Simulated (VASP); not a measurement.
# Al (Fm-3m) in VASP: notebook

Runs on Al. Level: PBEsol. Tasks: single point, relaxation of cell and atoms.

Program: VASP 6.6.1. These are calculated values, not measurements. Logs are shortened: lines on timing, memory, paths and dates and some standing lists are left out, and cuts for length are marked.

## Step 1: The cell of the first run

It takes space group Fm-3m (No. 225, cubic). The conventional cell has a = 3.990 Å, b = 3.990 Å, c = 3.990 Å, α = 90.00°, β = 90.00°, γ = 90.00°. Within 3.7 Å of Al (site symmetry m-3m) lie 12 Al at 2.82 Å.

## Step 2: Single point, PBEsol (15.87 Å³/atom)

Contents of INCAR:

```
SYSTEM = Al
PREC = Accurate ; ENCUT = 520
EDIFF = 1E-6 ; ISMEAR = -1
SIGMA = 0.15 ; LREAL = .False.
LASPH = .True. ; NELM = 80
ALGO = Normal ; ISIF = 2
LWAVE = .False. ; LCHARG = .False.
GGA = PS ; NBANDS = 8
```

Contents of KPOINTS:

```
Automatic mesh
0
Gamma
  20 20 20
  0 0 0
```

Contents of POSCAR:

```
Al
1.0
    0.0000000000      1.9947529219      1.9947529219
    1.9947529219      0.0000000000      1.9947529219
    1.9947529219      1.9947529219      0.0000000000
Al
1
Direct
    0.0000000000      0.0000000000      0.0000000000
```

Potentials or basis: VASP PAW PBE potentials, release 64 (Al).

On the command line:

```
$ cat potpaw_PBE.64/Al/POTCAR > POTCAR
$ mpirun -np 1 vasp_std > vasp.out
```

OUTCAR:

```text
SYSTEM = Al
   PREC = Accurate
   ENCUT = 520
   EDIFF = 1E-6
   ISMEAR = -1
   LREAL = .False.
   LASPH = .True.
   NELM = 80
   ISIF = 2
   GGA = PS

 ion  position               nearest neighbor table
   1  0.000  0.000  0.000-

  LATTYP: Found a face centered cubic cell.
 ALAT       =     3.9895058438

  Lattice vectors:

 A1 = (   0.0000000000,   1.9947529219,   1.9947529219)
 A2 = (   1.9947529219,   0.0000000000,   1.9947529219)
 A3 = (   1.9947529219,   1.9947529219,   0.0000000000)

Analysis of symmetry for initial positions (statically):
=====================================================================
 Subroutine PRICEL returns:
 Original cell was already a primitive cell.

 Routine SETGRP: Setting up the symmetry group for a
 face centered cubic supercell.

 Subroutine GETGRP returns: Found 48 space group operations
 (whereof 48 operations were pure point group operations)
 out of a pool of 48 trial point group operations.

The static configuration has the point symmetry O_h .

Analysis of symmetry for dynamics (positions and initial velocities):
=====================================================================
 Subroutine PRICEL returns:
 Original cell was already a primitive cell.

 Routine SETGRP: Setting up the symmetry group for a
 face centered cubic supercell.

 Subroutine GETGRP returns: Found 48 space group operations
 (whereof 48 operations were pure point group operations)
 out of a pool of 48 trial point group operations.

The dynamic configuration has the point symmetry O_h .

 Subroutine INISYM returns: Found 48 space group operations
 (whereof 48 operations are pure point group operations),
 and found     1 'primitive' translations

----------------------------------------------------------------------------------------

                                     Primitive cell

  volume of cell :      15.8744

  direct lattice vectors                    reciprocal lattice vectors
     0.000000000  1.994752922  1.994752922    -0.250657610  0.250657610  0.250657610
     1.994752922  0.000000000  1.994752922     0.250657610 -0.250657610  0.250657610
     1.994752922  1.994752922  0.000000000     0.250657610  0.250657610 -0.250657610

  length of vectors
     2.821006636  2.821006636  2.821006636     0.434151716  0.434151716  0.434151716

  position of ions in fractional coordinates (direct lattice)
     0.000000000  0.000000000  0.000000000

[... 75 lines left out ...]
   EDIFF  = 0.1E-05   stopping-criterion for ELM
   LREAL  =      F    real-space projection
   EDIFFG = 0.1E-04   stopping-criterion for IOM
   NSW    =      0    number of steps for IOM
   IBRION =     -1    ionic relax: 0-MD 1-quasi-New 2-CG
   NFREE  =      0    steps in history (QN), initial steepest desc. (CG)
   ISIF   =      2    stress and relaxation
   ISYM   =      2    0-nonsym 1-usesym 2-fastsym
   POTIM  = 0.5000    time-step for ionic-motion
   TEBEG  =    0.0;   TEEND  =   0.0 temperature during run
   PSTRESS=    0.0 pullay stress
   NELECT =       3.0000    total number of electrons
   NUPDOWN=      -1.0000    fix difference up-down
   EMIN   =  10.00;   EMAX   =-10.00  energy-range for DOS
   EFERMI =   0.00;   METHOD = LEGACY
   ISMEAR =    -1;   SIGMA  =   0.15  broadening in eV -4-tet -1-fermi 0-gaus
   EFERMI_NEDOS =   21; number of points for ismear=-14 and -15
   IALGO  =     38    algorithm
   IMIX   =      4    mixing-type and parameters
     AMIX     =   0.40;   BMIX     =  1.00
     AMIX_MAG =   1.60;   BMIX_MAG =  1.00
  volume/ion in A,a.u.               =      15.87       107.13
  Fermi-wavevector in a.u.,A,eV,Ry     =   0.939470  1.775340 12.008549  0.882603
  Thomas-Fermi vector in A             =   2.066785
   LORBIT       =      0    0 simple, 1 ext, 2 COOP (PROOUT), +10 PAW based schemes
   GGA     = PS    functional components
   LHFCALC =     F    Hartree Fock is set to
   AEXX    =    0.0000 exact exchange contribution
   IVDW    =     0    specifies the selected vdW correction
   LEPSILON=     F    determine dielectric tensor
   LRPA    =     F    only Hartree local field effects (RPA)
 non-spin polarized calculation
  energy-cutoff  :      520.00
  volume of cell :       15.87
 maximum number of plane-waves:       444
 NGX is ok and might be reduce to    24
   NGX = 11   NGY = 11   NGZ = 11

 number of electron       3.0000000 magnetization

 Free energy of the ion-electron system (eV)
  ---------------------------------------------------
  ext. energy  EPLUGINS =         0.00000000
  ---------------------------------------------------
  free energy    TOTEN  =        -4.10503134 eV

  energy without entropy =       -4.07577049  energy(sigma->0) =       -4.09040091

 E-fermi :   8.3756     XC(G=0): -10.3986

 val. band max:        8.3569069528   @ k =  -0.4500   0.4500   0.1000
 cond. band min:       8.3995971042   @ k =  -0.3000   0.5000   0.2000
 fundamental gap:      0.0426901515
 Fermi energy:         8.3756103081

 k-point     1 :       0.0000    0.0000    0.0000
  band No.  band energies     occupation
      1      -3.0414      2.00000
      2      21.1680      0.00000
      3      21.1680      0.00000
      4      21.1680      0.00000
      5      22.9568      0.00000
      6      22.9568      0.00000
      7      22.9568      0.00000
      8      25.1260      0.00000
[... 243 lines left out ...]
 k-point    24 :      -0.3500    0.0500    0.0000
  band No.  band energies     occupation
      1       0.7178      2.00000
      2       7.7999      1.95784
      3      17.9063      0.00000
      4      20.4972      0.00000
      5      20.5779      0.00000
      6      21.9518      0.00000
      7      23.6625      0.00000
      8      26.2947      0.00000

 [... further k-points ...]

------------------------ aborting loop because EDIFF is reached ----------------------------------------

  FORCE on cell =-STRESS in cart. coord.  units (eV):
  Direction    XX          YY          ZZ          XY          YZ          ZX
  --------------------------------------------------------------------------------------
  -------------------------------------------------------------------------------------
  Total        0.1774813      0.1774813      0.1774813     -0.0000000     -0.0000000      0.0000000
  in kB       17.9129031     17.9129031     17.9129031     -0.0000000     -0.0000000      0.0000000
  external PRESSURE =      17.9129031 kB  Pullay stress =       0.0000000 kB

 VOLUME and BASIS-vectors are now :
 -----------------------------------------------------------------------------
  energy-cutoff  :      520.00
  volume of cell :       15.87
      direct lattice vectors                 reciprocal lattice vectors
     0.000000000  1.994752922  1.994752922    -0.250657610  0.250657610  0.250657610
     1.994752922  0.000000000  1.994752922     0.250657610 -0.250657610  0.250657610
     1.994752922  1.994752922  0.000000000     0.250657610  0.250657610 -0.250657610

 POSITION                                       TOTAL-FORCE (eV/Angst)
 -----------------------------------------------------------------------------------
      0.00000      0.00000      0.00000         0.000000      0.000000     -0.000000
 -----------------------------------------------------------------------------------
    total drift:                               -0.000000     -0.000000     -0.000000

  FREE ENERGIE OF THE ION-ELECTRON SYSTEM (eV)
  ---------------------------------------------------
  free  energy   TOTEN  =        -4.1050313384 eV

  energy  without entropy=       -4.0757704894  energy(sigma->0) =       -4.09040091
```

stdout:

```text
POSCAR found type information on POSCAR Al
 POSCAR found :  1 types and       1 ions
 scaLAPACK will be used
 -----------------------------------------------------------------------------
|                                                                             |
|                                                                             |
|     You enforced a specific xc type in the INCAR file but a different       |
|     I HOPE YOU KNOW WHAT YOU ARE DOING!                                     |
|                                                                             |
 -----------------------------------------------------------------------------

 LDA part: xc-table for (Slater+PW92), standard interpolation
 POSCAR, INCAR and KPOINTS ok, starting setup
 FFT: planning ... GRIDC
 FFT: planning ... GRID_SOFT
 FFT: planning ... GRID
 WAVECAR not read
 entering main loop
```

Wall time 15 s (1 thread of AMD EPYC 9R45 (Zen 5), shared host); peak memory 0.12 GiB.

Results:

* Free energy: -4.1050 eV
* Pressure: 1.8 GPa
* Band gap on the k mesh: zero (an odd number of electrons rules out a gap without spin polarisation)

Caveat: the PAW data sets were made with another functional, which shifts forces and pressure a little.

## Step 3: Single point, PBEsol

This run uses another cell than the first one, of 16.20 Å³/atom.

Contents of INCAR:

```
SYSTEM = Al
PREC = Accurate
ENCUT = 520
EDIFF = 1E-7
ISMEAR = -1
SIGMA = 0.15
LREAL = .FALSE.
LASPH = .TRUE.
NELM = 80
ALGO = Fast
ISIF = 2
LWAVE = .FALSE.
LCHARG = .FALSE.
GGA = PS
NBANDS = 8
```

Contents of KPOINTS:

```
regular mesh
0
G
  20 20 20
  0 0 0
```

Contents of POSCAR:

```
Al
1.0
    0.0000000000      2.0082313910      2.0082313910
    2.0082313910      0.0000000000      2.0082313910
    2.0082313910      2.0082313910      0.0000000000
Al
1
Direct
    0.0000000000      0.0000000000      0.0000000000
```

Potentials or basis: VASP PAW PBE potentials, release 64 (Al).

On the command line:

```
$ cat potpaw_PBE.64/Al/POTCAR > POTCAR
$ mpirun -np 1 vasp_std > vasp.out
```

OUTCAR:

```text
SYSTEM = Al
   PREC = Accurate
   ENCUT = 520
   EDIFF = 1E-7
   ISMEAR = -1
   LREAL = .FALSE.
   LASPH = .TRUE.
   NELM = 80
   ISIF = 2
   GGA = PS

 ion  position               nearest neighbor table
   1  0.000  0.000  0.000-

  LATTYP: Found a face centered cubic cell.
 ALAT       =     4.0164627820

  Lattice vectors:

 A1 = (   0.0000000000,   2.0082313910,   2.0082313910)
 A2 = (   2.0082313910,   0.0000000000,   2.0082313910)
 A3 = (   2.0082313910,   2.0082313910,   0.0000000000)

Analysis of symmetry for initial positions (statically):
=====================================================================
 Subroutine PRICEL returns:
 Original cell was already a primitive cell.

 Routine SETGRP: Setting up the symmetry group for a
 face centered cubic supercell.

 Subroutine GETGRP returns: Found 48 space group operations
 (whereof 48 operations were pure point group operations)
 out of a pool of 48 trial point group operations.

The static configuration has the point symmetry O_h .

Analysis of symmetry for dynamics (positions and initial velocities):
=====================================================================
 Subroutine PRICEL returns:
 Original cell was already a primitive cell.

 Routine SETGRP: Setting up the symmetry group for a
 face centered cubic supercell.

 Subroutine GETGRP returns: Found 48 space group operations
 (whereof 48 operations were pure point group operations)
 out of a pool of 48 trial point group operations.

The dynamic configuration has the point symmetry O_h .

 Subroutine INISYM returns: Found 48 space group operations
 (whereof 48 operations are pure point group operations),
 and found     1 'primitive' translations

----------------------------------------------------------------------------------------

                                     Primitive cell

  volume of cell :      16.1984

  direct lattice vectors                    reciprocal lattice vectors
     0.000000000  2.008231391  2.008231391    -0.248975294  0.248975294  0.248975294
     2.008231391  0.000000000  2.008231391     0.248975294 -0.248975294  0.248975294
     2.008231391  2.008231391  0.000000000     0.248975294  0.248975294 -0.248975294

  length of vectors
     2.840068070  2.840068070  2.840068070     0.431237858  0.431237858  0.431237858

  position of ions in fractional coordinates (direct lattice)
     0.000000000  0.000000000  0.000000000

  ion indices of the primitive-cell ions
   primitive index   ion index
                 1           1

----------------------------------------------------------------------------------------

 KPOINTS: regular mesh

Automatic generation of k-mesh.
 Grid dimensions read from file:
 generate k-points for:   20   20   20

 Generating k-lattice:

  Cartesian coordinates                     Fractional coordinates (reciprocal lattice)
    -0.012448765  0.012448765  0.012448765     0.050000000  0.000000000  0.000000000
     0.012448765 -0.012448765  0.012448765     0.000000000  0.050000000  0.000000000
     0.012448765  0.012448765 -0.012448765     0.000000000  0.000000000  0.050000000

  Length of vectors
     0.021561893  0.021561893  0.021561893

  Shift w.r.t. Gamma in fractional coordinates (k-lattice)
     0.000000000  0.000000000  0.000000000

 Subroutine IBZKPT returns following result:
 ===========================================

 Found    256 irreducible k-points:

 Following reciprocal coordinates:
            Coordinates               Weight
  0.000000  0.000000  0.000000      1.000000
  0.050000  0.000000  0.000000      8.000000
  0.100000  0.000000  0.000000      8.000000
  0.150000  0.000000  0.000000      8.000000
  0.200000  0.000000  0.000000      8.000000
  0.250000  0.000000  0.000000      8.000000
[... 16 lines left out ...]
 -0.400000  0.050000  0.000000     24.000000
 -0.350000  0.050000  0.000000     24.000000
 [... further k-points ...]
   k-points           NKPTS =    256   k-points in BZ     NKDIM =    256   number of bands    NBANDS=      8
   number of dos      NEDOS =    301   number of ions     NIONS =      1
   total plane-waves  NPLWV =  13824
   dimension x,y,z NGX =    24 NGY =   24 NGZ =   24
   dimension x,y,z NGXF=    48 NGYF=   48 NGZF=   48
   ions per type =               1
   NGX,Y,Z   is equivalent  to a cutoff of  14.05, 14.05, 14.05 a.u.
   NGXF,Y,Z  is equivalent  to a cutoff of  28.10, 28.10, 28.10 a.u.
 SYSTEM =  Al
   PREC   = accura    normal or accurate (medium, high low for compatibility)
   ISTART =      0    job   : 0-new  1-cont  2-samecut
   ICHARG =      2    charge: 1-file 2-atom 10-const
   ISPIN  =      1    spin polarized calculation?
   LNONCOLLINEAR =      F non collinear calculations
   LSORBIT =      F    spin-orbit coupling
   LASPH  =      T    aspherical Exc in radial PAW
   ENCUT  =  520.0 eV  38.22 Ry    6.18 a.u.   5.28  5.28  5.28*2*pi/ulx,y,z
   NELM   =     80;   NELMIN=  2; NELMDL= -5     # of ELM steps
   EDIFF  = 0.1E-06   stopping-criterion for ELM
   LREAL  =      F    real-space projection
   EDIFFG = 0.1E-05   stopping-criterion for IOM
   NSW    =      0    number of steps for IOM
   IBRION =     -1    ionic relax: 0-MD 1-quasi-New 2-CG
   NFREE  =      0    steps in history (QN), initial steepest desc. (CG)
   ISIF   =      2    stress and relaxation
   ISYM   =      2    0-nonsym 1-usesym 2-fastsym
   POTIM  = 0.5000    time-step for ionic-motion
   TEBEG  =    0.0;   TEEND  =   0.0 temperature during run
   PSTRESS=    0.0 pullay stress
   NELECT =       3.0000    total number of electrons
   NUPDOWN=      -1.0000    fix difference up-down
   EMIN   =  10.00;   EMAX   =-10.00  energy-range for DOS
   EFERMI =   0.00;   METHOD = LEGACY
   ISMEAR =    -1;   SIGMA  =   0.15  broadening in eV -4-tet -1-fermi 0-gaus
   EFERMI_NEDOS =   21; number of points for ismear=-14 and -15
   IALGO  =     68    algorithm
   IMIX   =      4    mixing-type and parameters
     AMIX     =   0.40;   BMIX     =  1.00
     AMIX_MAG =   1.60;   BMIX_MAG =  1.00
  volume/ion in A,a.u.               =      16.20       109.31
  Fermi-wavevector in a.u.,A,eV,Ry     =   0.933164  1.763425 11.847896  0.870796
  Thomas-Fermi vector in A             =   2.059838
   LORBIT       =      0    0 simple, 1 ext, 2 COOP (PROOUT), +10 PAW based schemes
   GGA     = PS    functional components
   LHFCALC =     F    Hartree Fock is set to
   AEXX    =    0.0000 exact exchange contribution
   IVDW    =     0    specifies the selected vdW correction
   LEPSILON=     F    determine dielectric tensor
   LRPA    =     F    only Hartree local field effects (RPA)
 non-spin polarized calculation
 RMM-DIIS sequential band-by-band and
  energy-cutoff  :      520.00
  volume of cell :       16.20
 maximum number of plane-waves:       448
 NGX is ok and might be reduce to    24
   NGX = 11   NGY = 11   NGZ = 11

 number of electron       3.0000000 magnetization

 Free energy of the ion-electron system (eV)
  ---------------------------------------------------
  ext. energy  EPLUGINS =         0.00000000
  ---------------------------------------------------
  free energy    TOTEN  =        -4.10687833 eV

  energy without entropy =       -4.07709934  energy(sigma->0) =       -4.09198883

 E-fermi :   8.1605     XC(G=0): -10.3243

 val. band max:        8.1405785439   @ k =  -0.4500   0.4500   0.1000
 cond. band min:       8.1612159687   @ k =  -0.4000   0.3500   0.0000
 fundamental gap:      0.0206374248
 Fermi energy:         8.1605365247

 k-point     1 :       0.0000    0.0000    0.0000
  band No.  band energies     occupation
      1      -3.1147      2.00000
      2      20.8402      0.00000
      3      20.8402      0.00000
      4      20.8402      0.00000
      5      22.4722      0.00000
      6      22.4722      0.00000
      7      22.4722      0.00000
      8      24.7617      0.00000
[... 243 lines left out ...]
 k-point    24 :      -0.3500    0.0500    0.0000
  band No.  band energies     occupation
      1       0.5964      2.00000
      2       7.5906      1.95623
      3      17.5642      0.00000
      4      20.1422      0.00000
      5      20.1811      0.00000
      6      21.5570      0.00000
      7      23.2482      0.00000
      8      25.8485      0.00000

 [... further k-points ...]

------------------------ aborting loop because EDIFF is reached ----------------------------------------

  FORCE on cell =-STRESS in cart. coord.  units (eV):
  Direction    XX          YY          ZZ          XY          YZ          ZX
  --------------------------------------------------------------------------------------
  -------------------------------------------------------------------------------------
  Total        0.0055804      0.0055804      0.0055804      0.0000000     -0.0000000      0.0000000
  in kB        0.5519515      0.5519515      0.5519515      0.0000000     -0.0000000      0.0000000
  external PRESSURE =       0.5519515 kB  Pullay stress =       0.0000000 kB

 VOLUME and BASIS-vectors are now :
 -----------------------------------------------------------------------------
  energy-cutoff  :      520.00
  volume of cell :       16.20
      direct lattice vectors                 reciprocal lattice vectors
     0.000000000  2.008231391  2.008231391    -0.248975294  0.248975294  0.248975294
     2.008231391  0.000000000  2.008231391     0.248975294 -0.248975294  0.248975294
     2.008231391  2.008231391  0.000000000     0.248975294  0.248975294 -0.248975294

 POSITION                                       TOTAL-FORCE (eV/Angst)
 -----------------------------------------------------------------------------------
      0.00000      0.00000      0.00000         0.000000      0.000000      0.000000
 -----------------------------------------------------------------------------------
    total drift:                                0.000000     -0.000000     -0.000000

  FREE ENERGIE OF THE ION-ELECTRON SYSTEM (eV)
  ---------------------------------------------------
  free  energy   TOTEN  =        -4.1068783305 eV

  energy  without entropy=       -4.0770993389  energy(sigma->0) =       -4.09198883
```

stdout:

```text
POSCAR found type information on POSCAR Al
 POSCAR found :  1 types and       1 ions
 scaLAPACK will be used
 -----------------------------------------------------------------------------
|                                                                             |
|                                                                             |
|     You enforced a specific xc type in the INCAR file but a different       |
|     I HOPE YOU KNOW WHAT YOU ARE DOING!                                     |
|                                                                             |
 -----------------------------------------------------------------------------

 LDA part: xc-table for (Slater+PW92), standard interpolation
 POSCAR, INCAR and KPOINTS ok, starting setup
 FFT: planning ... GRIDC
 FFT: planning ... GRID_SOFT
 FFT: planning ... GRID
 WAVECAR not read
 entering main loop
```

It took 22 s on 1 thread of AMD EPYC 9R45 (Zen 5), shared host; peak memory 0.12 GiB.

What came out:

```yaml
Free_energy: -4.1069 eV
Pressure: 0.1 GPa
Band_gap_on_the_k_mesh: zero (an odd number of electrons rules out a gap without spin polarisation)
```

Caveat: the PAW data sets were made with another functional, which shifts forces and pressure a little.

(Continued in part 2 of 2.)

The gap in the log of VASP goes by the Fermi energy; the results here count the filled bands.